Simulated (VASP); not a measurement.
Input of a VASP 6.6.1 run:

INCAR

```
PREC = Accurate
ENCUT = 600
EDIFF = 1E-6
ISMEAR = -1
SIGMA = 0.05
LREAL = F
LASPH = T
NELM = 120
ALGO = Normal
ISIF = 2
LWAVE = F
LCHARG = F
GGA = PE
NBANDS = 19
GGA_COMPAT = F
```

KPOINTS

```
Automatic mesh
0
Gamma
  6 6 6
```

The input POSCAR:

```
BaF2
1.0
    0.0000000000      3.0722453632      3.0722453632
    3.0722453632      0.0000000000      3.0722453632
    3.0722453632      3.0722453632      0.0000000000
Ba F
1 2
Direct
    0.0000000000      0.0000000000      0.0000000000
    0.2500000000      0.2500000000      0.2500000000
    0.7500000000      0.7500000000      0.7500000000
```

Potentials or basis: VASP PAW PBE potentials, release 64 (Ba_sv, F).

Launch:

```bash
$ cat potpaw_PBE.64/Ba_sv/POTCAR potpaw_PBE.64/F/POTCAR > POTCAR
$ mpirun -np 1 vasp_std > vasp.out
```

Task: What does it give for the pressure?

Result: 4.1 GPa.

Task: What does it give for the band gap on the k mesh?

Result: 6.90 eV, indirect (least direct gap 6.97 eV).

Caveat: spin-orbit coupling is left out, which moves the levels of the heavy elements. PBE gaps usually lie below the measured ones, often by a third to a half.
